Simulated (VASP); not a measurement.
# Ag (Pm-3m) in VASP: a series of runs

Runs on Ag. Level: BLYP. Tasks: relaxation of cell and atoms, single point.

Program: VASP 6.6.1. These are calculated values, not measurements. Logs are shortened: lines on timing, memory, paths and dates and some standing lists are left out, and cuts for length are marked.

## Step 1: The cell of the first run

It takes space group Pm-3m (No. 221, cubic). The conventional cell has a = 2.641 Å, b = 2.641 Å, c = 2.641 Å, α = 90.00°, β = 90.00°, γ = 90.00°. Within 3.5 Å of Ag (site symmetry m-3m) lie 6 Ag at 2.64 Å.

## Step 2: Relaxation of cell and atoms, BLYP

Input file INCAR:

```
SYSTEM = Ag
AGGAC = 1.0
AGGAX = 1.0
ALDAC = 0.0
ALDAX = 1.0
ALGO = Normal
EDIFF = 1E-6
EDIFFG = -0.01
ENCUT = 600
GGA = B5
IBRION = 2
ISIF = 3
ISMEAR = -1
LASPH = .True.
LCHARG = .False.
LREAL = .False.
LWAVE = .False.
NELM = 80
NSW = 80
PREC = Accurate
SIGMA = 0.1
```

Input file KPOINTS:

```
k-points
0
Gamma
  12 12 12
  0 0 0
```

Input file POSCAR:

```
Ag
1.0
    2.6410353091      0.0000000000      0.0000000000
    0.0000000000      2.6410353091      0.0000000000
    0.0000000000      0.0000000000      2.6410353091
Ag
1
Direct
    0.0000000000      0.0000000000      0.0000000000
```

Potentials or basis: VASP PAW PBE potentials, release 64 (Ag).

On the command line:

```sh
$ cat potpaw_PBE.64/Ag/POTCAR > POTCAR
$ mpirun -np 1 vasp_std > vasp.out
```

OUTCAR:

```text
SYSTEM = Ag
   EDIFF = 1E-6
   EDIFFG = -0.01
   ENCUT = 600
   GGA = B5
   IBRION = 2
   ISIF = 3
   ISMEAR = -1
   LASPH = .True.
   LREAL = .False.
   NELM = 80
   NSW = 80
   PREC = Accurate

 ion  position               nearest neighbor table
   1  0.000  0.000  0.000-

  LATTYP: Found a simple cubic cell.
 ALAT       =     2.6410353091

  Lattice vectors:

 A1 = (   2.6410353091,   0.0000000000,   0.0000000000)
 A2 = (   0.0000000000,   2.6410353091,   0.0000000000)
 A3 = (   0.0000000000,   0.0000000000,   2.6410353091)

Analysis of symmetry for initial positions (statically):
=====================================================================
 Subroutine PRICEL returns:
 Original cell was already a primitive cell.

 Routine SETGRP: Setting up the symmetry group for a
 simple cubic supercell.

 Subroutine GETGRP returns: Found 48 space group operations
 (whereof 48 operations were pure point group operations)
 out of a pool of 48 trial point group operations.

The static configuration has the point symmetry O_h .

Analysis of symmetry for dynamics (positions and initial velocities):
=====================================================================
 Subroutine PRICEL returns:
 Original cell was already a primitive cell.

 Routine SETGRP: Setting up the symmetry group for a
 simple cubic supercell.

 Subroutine GETGRP returns: Found 48 space group operations
 (whereof 48 operations were pure point group operations)
 out of a pool of 48 trial point group operations.

The dynamic configuration has the point symmetry O_h .

 Subroutine INISYM returns: Found 48 space group operations
 (whereof 48 operations are pure point group operations),
 and found     1 'primitive' translations

----------------------------------------------------------------------------------------

                                     Primitive cell

  volume of cell :      18.4214

  direct lattice vectors                    reciprocal lattice vectors
     2.641035309  0.000000000  0.000000000     0.378639391  0.000000000  0.000000000
     0.000000000  2.641035309  0.000000000     0.000000000  0.378639391  0.000000000
     0.000000000  0.000000000  2.641035309     0.000000000  0.000000000  0.378639391

  length of vectors
     2.641035309  2.641035309  2.641035309     0.378639391  0.378639391  0.378639391

  position of ions in fractional coordinates (direct lattice)
     0.000000000  0.000000000  0.000000000

  ion indices of the primitive-cell ions
   primitive index   ion index
                 1           1

----------------------------------------------------------------------------------------

 KPOINTS: k-points

Automatic generation of k-mesh.
 Grid dimensions read from file:
 generate k-points for:   12   12   12

 Generating k-lattice:

  Cartesian coordinates                     Fractional coordinates (reciprocal lattice)
     0.031553283  0.000000000  0.000000000     0.083333333  0.000000000  0.000000000
     0.000000000  0.031553283  0.000000000     0.000000000  0.083333333  0.000000000
     0.000000000  0.000000000  0.031553283     0.000000000  0.000000000  0.083333333

  Length of vectors
     0.031553283  0.031553283  0.031553283

  Shift w.r.t. Gamma in fractional coordinates (k-lattice)
     0.000000000  0.000000000  0.000000000

 Subroutine IBZKPT returns following result:
 ===========================================

 Found     84 irreducible k-points:

 Following reciprocal coordinates:
            Coordinates               Weight
  0.000000  0.000000  0.000000      1.000000
  0.083333  0.000000  0.000000      6.000000
  0.166667  0.000000  0.000000      6.000000
  0.250000  0.000000  0.000000      6.000000
  0.333333  0.000000  0.000000      6.000000
  0.416667  0.000000  0.000000      6.000000
[... 16 lines left out ...]
  0.333333  0.333333  0.000000     12.000000
  0.416667  0.333333  0.000000     24.000000
 [... further k-points ...]
   k-points           NKPTS =     84   k-points in BZ     NKDIM =     84   number of bands    NBANDS=      9
   number of dos      NEDOS =    301   number of ions     NIONS =      1
   total plane-waves  NPLWV =  13824
   dimension x,y,z NGX =    24 NGY =   24 NGZ =   24
   dimension x,y,z NGXF=    48 NGYF=   48 NGZF=   48
   ions per type =               1
   NGX,Y,Z   is equivalent  to a cutoff of  15.11, 15.11, 15.11 a.u.
   NGXF,Y,Z  is equivalent  to a cutoff of  30.21, 30.21, 30.21 a.u.
 SYSTEM =  Ag
   PREC   = accura    normal or accurate (medium, high low for compatibility)
   ISTART =      0    job   : 0-new  1-cont  2-samecut
   ICHARG =      2    charge: 1-file 2-atom 10-const
   ISPIN  =      1    spin polarized calculation?
   LNONCOLLINEAR =      F non collinear calculations
   LSORBIT =      F    spin-orbit coupling
   LASPH  =      T    aspherical Exc in radial PAW
   ENCUT  =  600.0 eV  44.10 Ry    6.64 a.u.   5.27  5.27  5.27*2*pi/ulx,y,z
   NELM   =     80;   NELMIN=  2; NELMDL= -5     # of ELM steps
   EDIFF  = 0.1E-05   stopping-criterion for ELM
   LREAL  =      F    real-space projection
   EDIFFG = -.1E-01   stopping-criterion for IOM
   NSW    =     80    number of steps for IOM
   IBRION =      2    ionic relax: 0-MD 1-quasi-New 2-CG
   NFREE  =      1    steps in history (QN), initial steepest desc. (CG)
   ISIF   =      3    stress and relaxation
   ISYM   =      2    0-nonsym 1-usesym 2-fastsym
   POTIM  = 0.5000    time-step for ionic-motion
   TEBEG  =    0.0;   TEEND  =   0.0 temperature during run
   PSTRESS=    0.0 pullay stress
   NELECT =      11.0000    total number of electrons
   NUPDOWN=      -1.0000    fix difference up-down
   EMIN   =  10.00;   EMAX   =-10.00  energy-range for DOS
   EFERMI =   0.00;   METHOD = LEGACY
   ISMEAR =    -1;   SIGMA  =   0.10  broadening in eV -4-tet -1-fermi 0-gaus
   EFERMI_NEDOS =   21; number of points for ismear=-14 and -15
   IALGO  =     38    algorithm
   IMIX   =      4    mixing-type and parameters
     AMIX     =   0.40;   BMIX     =  1.00
     AMIX_MAG =   1.60;   BMIX_MAG =  1.00
  volume/ion in A,a.u.               =      18.42       124.31
  Fermi-wavevector in a.u.,A,eV,Ry     =   1.378579  2.605136 25.857584  1.900479
  Thomas-Fermi vector in A             =   2.503627
   LORBIT       =      0    0 simple, 1 ext, 2 COOP (PROOUT), +10 PAW based schemes
   GGA     = B5    functional components
   LHFCALC =     F    Hartree Fock is set to
   AEXX    =    0.0000 exact exchange contribution
   IVDW    =     0    specifies the selected vdW correction
   LEPSILON=     F    determine dielectric tensor
   LRPA    =     F    only Hartree local field effects (RPA)
 conjugate gradient relaxation of ions
 non-spin polarized calculation
  energy-cutoff  :      600.00
  volume of cell :       18.42
 maximum number of plane-waves:       630
 NGX is ok and might be reduce to    24
   NGX = 11   NGY = 11   NGZ = 11

--------------------------------------- Ionic step        1  -------------------------------------------

 number of electron      11.0000001 magnetization

 Free energy of the ion-electron system (eV)
  ---------------------------------------------------
  ext. energy  EPLUGINS =         0.00000000
  ---------------------------------------------------
  free energy    TOTEN  =        -1.72137922 eV

  energy without entropy =       -1.71093549  energy(sigma->0) =       -1.71615735

------------------------ aborting loop because EDIFF is reached ----------------------------------------

  FORCE on cell =-STRESS in cart. coord.  units (eV):
  Direction    XX          YY          ZZ          XY          YZ          ZX
  --------------------------------------------------------------------------------------
  -------------------------------------------------------------------------------------
  Total        2.0755660      2.0755660      2.0755660      0.0000000      0.0000000      0.0000000
  in kB      180.5196601    180.5196601    180.5196601      0.0000000      0.0000000      0.0000000
  external PRESSURE =     180.5196601 kB  Pullay stress =       0.0000000 kB

 VOLUME and BASIS-vectors are now :
 -----------------------------------------------------------------------------
  energy-cutoff  :      600.00
  volume of cell :       18.42
      direct lattice vectors                 reciprocal lattice vectors
     2.641035309  0.000000000  0.000000000     0.378639391  0.000000000  0.000000000
     0.000000000  2.641035309  0.000000000     0.000000000  0.378639391  0.000000000
     0.000000000  0.000000000  2.641035309     0.000000000  0.000000000  0.378639391

 POSITION                                       TOTAL-FORCE (eV/Angst)
 -----------------------------------------------------------------------------------
      0.00000      0.00000      0.00000         0.000000      0.000000      0.000000
 -----------------------------------------------------------------------------------
    total drift:                                0.000000      0.000000      0.000000

  FREE ENERGIE OF THE ION-ELECTRON SYSTEM (eV)
  ---------------------------------------------------
  free  energy   TOTEN  =        -1.7213792161 eV

  energy  without entropy=       -1.7109354932  energy(sigma->0) =       -1.71615735
[... 644 lines left out ...]
 VOLUME and BASIS-vectors are now :
 -----------------------------------------------------------------------------
  energy-cutoff  :      600.00
  volume of cell :       22.42
      direct lattice vectors                 reciprocal lattice vectors
     2.819893299  0.000000000  0.000000000     0.354623347 -0.000000000  0.000000000
     0.000000000  2.819893299  0.000000000    -0.000000000  0.354623347 -0.000000000
    -0.000000000  0.000000000  2.819893299    -0.000000000 -0.000000000  0.354623347

 POSITION                                       TOTAL-FORCE (eV/Angst)
 -----------------------------------------------------------------------------------
      0.00000      0.00000      0.00000         0.000000      0.000000      0.000000
 -----------------------------------------------------------------------------------
    total drift:                                0.000000      0.000000      0.000000

  FREE ENERGIE OF THE ION-ELECTRON SYSTEM (eV)
  ---------------------------------------------------
  free  energy   TOTEN  =        -1.9050186918 eV

  energy  without entropy=       -1.8940676954  energy(sigma->0) =       -1.89954319

--------------------------------------- Ionic step        4  -------------------------------------------

 number of electron      11.0000004 magnetization

 Free energy of the ion-electron system (eV)
  ---------------------------------------------------
  ext. energy  EPLUGINS =         0.00000000
  ---------------------------------------------------
  free energy    TOTEN  =        -1.90506839 eV

  energy without entropy =       -1.89413318  energy(sigma->0) =       -1.89960078

 E-fermi :   5.5647     XC(G=0):  -9.9789

 val. band max:        5.4818031119   @ k =   0.4167   0.2500   0.0000
 cond. band min:       5.5762858279   @ k =   0.3333   0.3333   0.1667
 fundamental gap:      0.0944827160
 Fermi energy:         5.5646530539

 k-point     1 :       0.0000    0.0000    0.0000
  band No.  band energies     occupation
      1      -0.3250      2.00000
      2       0.1319      2.00000
      3       0.1319      2.00000
      4       2.6597      2.00000
      5       2.6597      2.00000
      6       2.6597      2.00000
      7      18.7924      0.00000
      8      18.7924      0.00000
      9      18.7924      0.00000

 k-point     2 :       0.0833    0.0000    0.0000
  band No.  band energies     occupation
      1      -0.1895      2.00000
      2       0.1480      2.00000
      3       0.2300      2.00000
      4       2.6002      2.00000
      5       2.6002      2.00000
      6       2.6646      2.00000
      7      17.4650      0.00000
      8      19.0046      0.00000
      9      19.0046      0.00000
[... 277 lines left out ...]
 VOLUME and BASIS-vectors are now :
 -----------------------------------------------------------------------------
  energy-cutoff  :      600.00
  volume of cell :       22.53
      direct lattice vectors                 reciprocal lattice vectors
     2.824257505  0.000000000  0.000000000     0.354075363 -0.000000000  0.000000000
     0.000000000  2.824257505  0.000000000    -0.000000000  0.354075363 -0.000000000
    -0.000000000  0.000000000  2.824257505    -0.000000000 -0.000000000  0.354075363

 POSITION                                       TOTAL-FORCE (eV/Angst)
 -----------------------------------------------------------------------------------
      0.00000      0.00000      0.00000        -0.000000      0.000000      0.000000
 -----------------------------------------------------------------------------------
    total drift:                                0.000000     -0.000000      0.000000

  FREE ENERGIE OF THE ION-ELECTRON SYSTEM (eV)
  ---------------------------------------------------
  free  energy   TOTEN  =        -1.9050683909 eV

  energy  without entropy=       -1.8941331753  energy(sigma->0) =       -1.89960078

 reached required accuracy - stopping structural energy minimisation
```

Run time: 30 s. Hardware: 1 thread of Intel Xeon 6975P-C (Granite Rapids), shared host; peak memory 0.15 GiB.

What came out:

```
Free energy                            : -1.9051 eV
Relaxed volume                         : 22.53 Å³/atom
Relaxed cell                           : a = 2.824 Å, b = 2.824 Å, c = 2.824 Å, α = 90.00°, β = 90.00°, γ = 90.00°
Space group after relaxing (to 0.05 Å) : Pm-3m (No. 221)
Energy gained by relaxing              : 183.7 meV/atom
Ionic steps                            : 4
Pressure after relaxing                : -0.1 GPa
```

Step by step:
```csv
step,energy change (eV),largest force (eV/Å),pressure (GPa),volume (Å³)
1,0.0000,0.0000,18.05,18.42
2,-0.1604,0.0000,-3.36,24.53
3,-0.1836,0.0000,0.20,22.42
4,-0.1837,0.0000,-0.06,22.53
```

Final structure:
```yaml
crystal:
  lattice:
    - [2.82426, 0.00000, 0.00000]
    - [0.00000, 2.82426, 0.00000]
    - [0.00000, 0.00000, 2.82426]
  atoms:
    - { symbol: Ag, position: [0.00000, 0.00000, 0.00000] }
```

Levels at points of the mesh, in eV from the Fermi level:
```tsv
k point	band 3	band 4	band 5	band 6	band 7	band 8
(0.00, 0.00, 0.00)	-5.43	-2.90	-2.90	-2.90	13.23	13.23
(0.50, 0.00, 0.00)	-3.72	-3.72	-2.83	-0.13	1.24	16.82
(0.50, 0.50, 0.00)	-3.58	-3.58	-2.24	3.76	3.76	6.40
(0.50, 0.50, 0.50)	-4.94	-2.19	-2.19	7.84	7.84	7.84
```

Caveat: the volume moved by over 15 % at a fixed basis, so the end points are rough; the PAW data sets were made with another functional, which shifts forces and pressure a little.

(Part 1 of 2 ends here.)
